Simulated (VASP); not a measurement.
A run of VASP 6.6.1:

The input INCAR:

```
SYSTEM = Ag
ALGO = Fast
EDIFF = 1E-7
ENCUT = 520
GGA = PE
ISIF = 2
ISMEAR = 0
LASPH = .True.
LCHARG = .True.
LELF = .True.
LREAL = .False.
LVHAR = .True.
LWAVE = .False.
NBANDS = 18
NELM = 80
PREC = Accurate
SIGMA = 0.1
```

Contents of KPOINTS:

```
k-points
0
Gamma
  12 12 4
  0 0 0
```

Contents of POSCAR:

```
Ag
1.0
    2.9423105063      0.0000000000      0.0000000000
   -1.4711552532      2.5481156443      0.0000000000
    0.0000000000      0.0000000000      4.7905288562
Ag
2
Direct
    0.3333333333      0.6666666667      0.2500000000
    0.6666666667      0.3333333333      0.7500000000
```

Potentials or basis: VASP PAW PBE potentials, release 64 (Ag).

Run with:

```bash
$ cat potpaw_PBE.64/Ag/POTCAR > POTCAR
$ mpirun -np 1 vasp_std > vasp.out
```

Hardware: 1 thread of Intel(R) Xeon(R) Platinum 8488C (Sapphire Rapids), with other jobs on the host.

Task: How long does it take, and how much memory?

Result: Wall time 15 s on 1 thread of Intel(R) Xeon(R) Platinum 8488C (Sapphire Rapids), on a shared host, peak memory 0.17 GiB. Counts: scf iterations 12, k points 57.
